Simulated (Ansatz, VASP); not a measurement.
**GaSb in VASP and in Ansatz**

```xyz
2
Lattice="-2.7534 2.7534 1.5907 2.7534 -2.7534 1.5907 2.7534 2.7534 -1.5907" Properties=species:S:1:pos:R:3 pbc="T T T"
Ga    2.7534    0.0000    0.7954
Sb    0.0000    0.0000    0.0000
```

Alike in both runs: task single point; functional PBEsol; k mesh 6 × 6 × 6; occupations gaussian, width 0.1 eV; no spin polarisation.

|  | VASP | Ansatz |
| --- | --- | --- |
| version | VASP 6.6.1 | Ansatz 0.2.0 |
| potentials or method | VASP PAW PBE potentials, release 64 (Ga_d, Sb), cutoff 500 eV | scalar-relativistic, plane waves, PAW |
| valence electrons in the cell | 18 | 28 |

```tsv
	VASP	Ansatz	Ansatz less VASP
gap on the k mesh at the Fermi level (eV)	none	none	-
pressure (GPa)	-2.7	-2.6	+0.03
traceless stress, the component that is largest in VASP (GPa)	-2.02	-2.00	+0.022
```

VASP's potentials were made for PBE, not for PBEsol. A gap of «none» marks a metal or a gap that the smearing closes. With one functional, cell and mesh, what is left measures potentials, basis and numerics. VASP's potentials hold 18 valence electrons a cell and Ansatz's 28, so a difference there can come from the potentials and not from the codes.

The k mesh is coarse, so the values compare programs but aren't converged. Neither program's run includes spin-orbit coupling.
